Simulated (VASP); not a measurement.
# Si2WC3 in VASP: further runs

Runs on Si2WC3. Level: PBE. Tasks: single point.

Program: VASP 6.6.1. These are calculated values, not measurements. Logs are shortened: lines on timing, memory, paths and dates and some standing lists are left out, and cuts for length are marked.

## 1. The cell of the first run

The typed cell holds 6 atoms: a = 4.903 Å, b = 4.903 Å, c = 2.831 Å, α = 90.00°, β = 90.00°, γ = 120.00°.

## 2. Single point, PBE

INCAR reads:

```
SYSTEM = Si2WC3
PREC = Accurate ; ENCUT = 600
EDIFF = 1E-6 ; ISMEAR = 0
SIGMA = 0.2 ; LREAL = .FALSE.
LASPH = .TRUE. ; NELM = 120
ALGO = Normal ; ISIF = 2
LWAVE = .FALSE. ; LCHARG = .FALSE.
GGA = PE ; NBANDS = 26
GGA_COMPAT = .FALSE.
```

KPOINTS reads:

```
regular mesh
0
G
  4 4 5
  0 0 0
```

POSCAR reads:

```
Si2WC3
1.0
    4.9031339327      0.0000000000      0.0000000000
   -2.4515669664      4.2462385439      0.0000000000
    0.0000000000      0.0000000000      2.8305090944
Si W C
2 1 3
Direct
    0.6666666667      0.3333333333      1.0322870371
    0.3333333333      0.6666666667      1.0322870371
    0.0000000000      0.0000000000      0.5322366651
    0.5000000000      0.5000000000      0.5322754036
    0.5000000000      0.0000000000      0.5322754036
    0.0000000000      0.5000000000      0.5322754036
```

Potentials or basis: VASP PAW PBE potentials, release 64 (Si, W_sv, C).

On the command line:

```
> cat potpaw_PBE.64/Si/POTCAR potpaw_PBE.64/W_sv/POTCAR potpaw_PBE.64/C/POTCAR > POTCAR
> mpirun -np 1 vasp_std > vasp.out
```

OUTCAR:

```text
SYSTEM = Si2WC3
   PREC = Accurate
   ENCUT = 600
   EDIFF = 1E-6
   ISMEAR = 0
   LREAL = .FALSE.
   LASPH = .TRUE.
   NELM = 120
   ISIF = 2
   GGA = PE

 ion  position               nearest neighbor table
   1  0.667  0.333  0.032-   6 2.00   5 2.00   4 2.00   6 2.00   5 2.00   4 2.00   2 2.83   2 2.83
                             2 2.83   3 3.16   3 3.16   3 3.16   3 3.16   3 3.16   3 3.16
   2  0.333  0.667  0.032-   6 2.00   5 2.00   4 2.00   6 2.00   5 2.00   4 2.00   1 2.83   1 2.83
                             1 2.83   3 3.16   3 3.16   3 3.16   3 3.16   3 3.16   3 3.16
   3  0.000  0.000  0.532-   4 2.45   4 2.45   5 2.45   5 2.45   6 2.45   6 2.45   1 3.16   2 3.16
                             1 3.16   2 3.16   2 3.16   1 3.16   1 3.16   2 3.16   2 3.16   1 3.16
   4  0.500  0.500  0.532-   1 2.00   2 2.00   1 2.00   2 2.00   3 2.45   3 2.45
   5  0.500  0.000  0.532-   1 2.00   2 2.00   1 2.00   2 2.00   3 2.45   3 2.45
   6  0.000  0.500  0.532-   1 2.00   2 2.00   1 2.00   2 2.00   3 2.45   3 2.45

  LATTYP: Found a hexagonal cell.
 ALAT       =     4.9031339327
 C/A-ratio  =     0.5772856979

  Lattice vectors:

 A1 = (   4.9031339327,   0.0000000000,   0.0000000000)
 A2 = (  -2.4515669664,   4.2462385439,   0.0000000000)
 A3 = (   0.0000000000,   0.0000000000,   2.8305090944)

Analysis of symmetry for initial positions (statically):
=====================================================================
 Subroutine PRICEL returns:
 Original cell was already a primitive cell.

 Routine SETGRP: Setting up the symmetry group for a
 hexagonal supercell.

 Subroutine GETGRP returns: Found 12 space group operations
 (whereof 12 operations were pure point group operations)
 out of a pool of 24 trial point group operations.

The static configuration has the point symmetry C_6v.

Analysis of symmetry for dynamics (positions and initial velocities):
=====================================================================
 Subroutine PRICEL returns:
 Original cell was already a primitive cell.

 Routine SETGRP: Setting up the symmetry group for a
 hexagonal supercell.

 Subroutine GETGRP returns: Found 12 space group operations
 (whereof 12 operations were pure point group operations)
 out of a pool of 24 trial point group operations.

The dynamic configuration has the point symmetry C_6v.

 Subroutine INISYM returns: Found 12 space group operations
 (whereof 12 operations are pure point group operations),
 and found     1 'primitive' translations

----------------------------------------------------------------------------------------

                                     Primitive cell

  volume of cell :      58.9308

  direct lattice vectors                    reciprocal lattice vectors
     4.903133933  0.000000000  0.000000000     0.203951190  0.117751274  0.000000000
    -2.451566966  4.246238544  0.000000000     0.000000000  0.235502549  0.000000000
     0.000000000  0.000000000  2.830509094     0.000000000  0.000000000  0.353293336

  length of vectors
     4.903133933  4.903133933  2.830509094     0.235502549  0.235502549  0.353293336

  position of ions in fractional coordinates (direct lattice)
     0.666666667  0.333333333  0.032287037
     0.333333333  0.666666667  0.032287037
     0.000000000  0.000000000  0.532236665
     0.500000000  0.500000000  0.532275404
     0.500000000  0.000000000  0.532275404
     0.000000000  0.500000000  0.532275404

  ion indices of the primitive-cell ions
   primitive index   ion index
                 1           1
                 2           2
                 3           3
                 4           4
                 5           5
                 6           6

----------------------------------------------------------------------------------------

 KPOINTS: regular mesh

Automatic generation of k-mesh.
 Grid dimensions read from file:
 generate k-points for:    4    4    5

 Generating k-lattice:

  Cartesian coordinates                     Fractional coordinates (reciprocal lattice)
     0.050987797  0.029437819  0.000000000     0.250000000  0.000000000  0.000000000
     0.000000000  0.058875637  0.000000000     0.000000000  0.250000000  0.000000000
     0.000000000  0.000000000  0.070658667     0.000000000  0.000000000  0.200000000

  Length of vectors
     0.058875637  0.058875637  0.070658667

  Shift w.r.t. Gamma in fractional coordinates (k-lattice)
     0.000000000  0.000000000  0.000000000

 Subroutine IBZKPT returns following result:
 ===========================================

 Found     12 irreducible k-points:

 Following reciprocal coordinates:
            Coordinates               Weight
  0.000000  0.000000  0.000000      1.000000
  0.250000  0.000000  0.000000      6.000000
  0.500000  0.000000  0.000000      3.000000
  0.250000  0.250000  0.000000      6.000000
  0.000000  0.000000  0.200000      2.000000
  0.250000  0.000000  0.200000     12.000000
  0.500000  0.000000  0.200000      6.000000
  0.250000  0.250000  0.200000     12.000000
  0.000000  0.000000  0.400000      2.000000
  0.250000  0.000000  0.400000     12.000000
  0.500000  0.000000  0.400000      6.000000
  0.250000  0.250000  0.400000     12.000000
   k-points           NKPTS =     12   k-points in BZ     NKDIM =     12   number of bands    NBANDS=     26
   number of dos      NEDOS =    301   number of ions     NIONS =      6
   total plane-waves  NPLWV =  38400
   dimension x,y,z NGX =    40 NGY =   40 NGZ =   24
   dimension x,y,z NGXF=    80 NGYF=   80 NGZF=   48
   ions per type =               2   1   3
   NGX,Y,Z   is equivalent  to a cutoff of  13.56, 13.56, 14.10 a.u.
   NGXF,Y,Z  is equivalent  to a cutoff of  27.12, 27.12, 28.19 a.u.
 SYSTEM =  Si2WC3
   PREC   = accura    normal or accurate (medium, high low for compatibility)
   ISTART =      0    job   : 0-new  1-cont  2-samecut
   ICHARG =      2    charge: 1-file 2-atom 10-const
   ISPIN  =      1    spin polarized calculation?
   LNONCOLLINEAR =      F non collinear calculations
   LSORBIT =      F    spin-orbit coupling
   LASPH  =      T    aspherical Exc in radial PAW
   ENCUT  =  600.0 eV  44.10 Ry    6.64 a.u.   9.79  9.79  5.65*2*pi/ulx,y,z
   NELM   =    120;   NELMIN=  2; NELMDL= -5     # of ELM steps
   EDIFF  = 0.1E-05   stopping-criterion for ELM
   LREAL  =      F    real-space projection
   EDIFFG = 0.1E-04   stopping-criterion for IOM
   NSW    =      0    number of steps for IOM
   IBRION =     -1    ionic relax: 0-MD 1-quasi-New 2-CG
   NFREE  =      0    steps in history (QN), initial steepest desc. (CG)
   ISIF   =      2    stress and relaxation
   ISYM   =      2    0-nonsym 1-usesym 2-fastsym
   POTIM  = 0.5000    time-step for ionic-motion
   TEBEG  =    0.0;   TEEND  =   0.0 temperature during run
   PSTRESS=    0.0 pullay stress
   NELECT =      34.0000    total number of electrons
   NUPDOWN=      -1.0000    fix difference up-down
   EMIN   =  10.00;   EMAX   =-10.00  energy-range for DOS
   EFERMI =   0.00;   METHOD = LEGACY
   ISMEAR =     0;   SIGMA  =   0.20  broadening in eV -4-tet -1-fermi 0-gaus
   EFERMI_NEDOS =   21; number of points for ismear=-14 and -15
   IALGO  =     38    algorithm
   IMIX   =      4    mixing-type and parameters
     AMIX     =   0.40;   BMIX     =  1.00
     AMIX_MAG =   1.60;   BMIX_MAG =  1.00
  volume/ion in A,a.u.               =       9.82        66.28
  Fermi-wavevector in a.u.,A,eV,Ry     =   1.362867  2.575446 25.271560  1.857407
  Thomas-Fermi vector in A             =   2.489320
   LORBIT       =      0    0 simple, 1 ext, 2 COOP (PROOUT), +10 PAW based schemes
   GGA     = PE    functional components
   LHFCALC =     F    Hartree Fock is set to
   AEXX    =    0.0000 exact exchange contribution
   IVDW    =     0    specifies the selected vdW correction
   LEPSILON=     F    determine dielectric tensor
   LRPA    =     F    only Hartree local field effects (RPA)
 non-spin polarized calculation
 Gauss-broadening in eV      SIGMA  =   0.20
  energy-cutoff  :      600.00
  volume of cell :       58.93
 maximum number of plane-waves:      1976
 NGX is ok and might be reduce to    40
   NGX = 19   NGY = 19   NGZ = 11

 number of electron      34.0000003 magnetization

 Free energy of the ion-electron system (eV)
  ---------------------------------------------------
  ext. energy  EPLUGINS =         0.00000000
  ---------------------------------------------------
  free energy    TOTEN  =       -42.81951093 eV

  energy without entropy =      -42.73296251  energy(sigma->0) =      -42.77623672

 E-fermi :  11.1662     XC(G=0): -12.6778

 val. band max:       11.1219940620   @ k =   0.2500   0.2500   0.2000
 cond. band min:      11.2233300314   @ k =   0.2500   0.2500   0.4000
 fundamental gap:      0.1013359694
 Fermi energy:        11.1662100108

 k-point     1 :       0.0000    0.0000    0.0000
  band No.  band energies     occupation
      1     -63.7453      2.00000
      2     -28.0511      2.00000
      3     -28.0511      2.00000
      4     -27.3058      2.00000
      5      -6.5446      2.00000
      6      -1.0575      2.00000
[... 18 lines left out ...]
     25      17.9517      0.00000
     26      17.9517      0.00000

 k-point     2 :       0.2500    0.0000    0.0000
  band No.  band energies     occupation
      1     -63.7453      2.00000
      2     -28.0525      2.00000
      3     -28.0514      2.00000
      4     -27.3057      2.00000
      5      -6.1191      2.00000
      6      -3.0003      2.00000
[... 18 lines left out ...]
     25      17.5786      0.00000
     26      17.9042      0.00000

 k-point     3 :       0.5000    0.0000    0.0000
  band No.  band energies     occupation
      1     -63.7453      2.00000
      2     -28.0539      2.00000
      3     -28.0517      2.00000
      4     -27.3056      2.00000
      5      -5.2746      2.00000
      6      -4.3816      2.00000
[... 224 lines left out ...]
 k-point    11 :       0.5000    0.0000    0.4000
  band No.  band energies     occupation
      1     -63.7119      2.00000
      2     -27.9926      2.00000
      3     -27.9911      2.00000
      4     -27.8707      2.00000
      5      -3.0582      2.00000
      6      -2.2234      2.00000
[... 18 lines left out ...]
     25      16.8563      0.00000
     26      19.1477      0.00000

 k-point    12 :       0.2500    0.2500    0.4000
  band No.  band energies     occupation
      1     -63.7119      2.00000
      2     -27.9922      2.00000
      3     -27.9915      2.00000
      4     -27.8707      2.00000
      5      -3.1558      2.00000
      6      -1.9933      2.00000
[... 18 lines left out ...]
     25      16.6622      0.00000
     26      19.5384      0.00000

------------------------ aborting loop because EDIFF is reached ----------------------------------------

  FORCE on cell =-STRESS in cart. coord.  units (eV):
  Direction    XX          YY          ZZ          XY          YZ          ZX
  --------------------------------------------------------------------------------------
  -------------------------------------------------------------------------------------
  Total       -0.0949348     -0.0949348     -0.0736538      0.0000000      0.0000000     -0.0000000
  in kB       -2.5810329     -2.5810329     -2.0024557      0.0000000      0.0000000     -0.0000000
  external PRESSURE =      -2.3881739 kB  Pullay stress =       0.0000000 kB

 VOLUME and BASIS-vectors are now :
 -----------------------------------------------------------------------------
  energy-cutoff  :      600.00
  volume of cell :       58.93
      direct lattice vectors                 reciprocal lattice vectors
     4.903133933  0.000000000  0.000000000     0.203951190  0.117751274  0.000000000
    -2.451566966  4.246238544  0.000000000     0.000000000  0.235502549  0.000000000
     0.000000000  0.000000000  2.830509094     0.000000000  0.000000000  0.353293336

 POSITION                                       TOTAL-FORCE (eV/Angst)
 -----------------------------------------------------------------------------------
      2.45157      1.41541      0.09139        -0.000000      0.000000     -0.000608
     -0.00000      2.83083      0.09139         0.000000     -0.000000     -0.000608
      0.00000      0.00000      1.50650        -0.000000     -0.000000      0.000965
      1.22578      2.12312      1.50661        -0.000000     -0.000000      0.000084
      2.45157      0.00000      1.50661        -0.000000     -0.000000      0.000084
     -1.22578      2.12312      1.50661        -0.000000     -0.000000      0.000084
 -----------------------------------------------------------------------------------
    total drift:                                0.000000      0.000000     -0.000047

  FREE ENERGIE OF THE ION-ELECTRON SYSTEM (eV)
  ---------------------------------------------------
  free  energy   TOTEN  =       -42.8195109279 eV

  energy  without entropy=      -42.7329625146  energy(sigma->0) =      -42.77623672
```

It took 42 s on 1 thread of Intel Xeon 8259CL, shared host; peak memory 0.19 GiB.

What came out:

```yaml
Free_energy: -42.8195 eV
Pressure: -0.2 GPa
Band_gap_on_the_k_mesh: zero (band 17 reaches 12.25 eV, above the bottom of band 18 at 10.24 eV)
```

Levels at points of the mesh, in eV from the Fermi level:
```
           k point  band 15  band 16  band 17  band 18  band 19  band 20
(0.00, 0.00, 0.00)     0.31     0.31     0.38     1.06     1.06     1.19
(0.50, 0.00, 0.00)    -2.04    -0.95    -0.07     0.45     2.00     2.21
```

Caveat: the k points lie up to 0.44 Å⁻¹ apart; spin-orbit coupling is left out, which moves the levels of the heavy elements.

(Part 1 of 3 ends here.)
